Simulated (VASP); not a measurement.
Input of a VASP 6.6.1 run:

File INCAR:

```
ALGO = Normal
EDIFF = 1E-6
ENCUT = 520
GGA = PS
ISIF = 2
ISMEAR = 0
LASPH = True
LCHARG = True
LELF = True
LREAL = False
LVHAR = True
LWAVE = False
NBANDS = 18
NELM = 60
PREC = Accurate
SIGMA = 0.05
```

KPOINTS

```
k-points
0
Gamma
  8 8 8
```

Contents of POSCAR:

```
HfO2
1.0
    0.0000000000      2.4806777111      2.4806777111
    2.4806777111      0.0000000000      2.4806777111
    2.4806777111      2.4806777111      0.0000000000
Hf O
1 2
Direct
    0.0000000000      0.0000000000      0.0000000000
    0.2500000000      0.2500000000      0.2500000000
    0.7500000000      0.7500000000      0.7500000000
```

Potentials or basis: VASP PAW PBE potentials, release 64 (Hf_pv, O).

The run is started by

```console
$ cat potpaw_PBE.64/Hf_pv/POTCAR potpaw_PBE.64/O/POTCAR > POTCAR
$ mpirun -np 1 vasp_std > vasp.out
```

Predict the pressure.

10.4 GPa.

Predict the band gap on the k mesh.

3.84 eV, direct.

Caveat: the PAW data sets were made with another functional, which shifts forces and pressure a little; spin-orbit coupling is left out, which moves the levels of the heavy elements. A k mesh can miss the band edges.
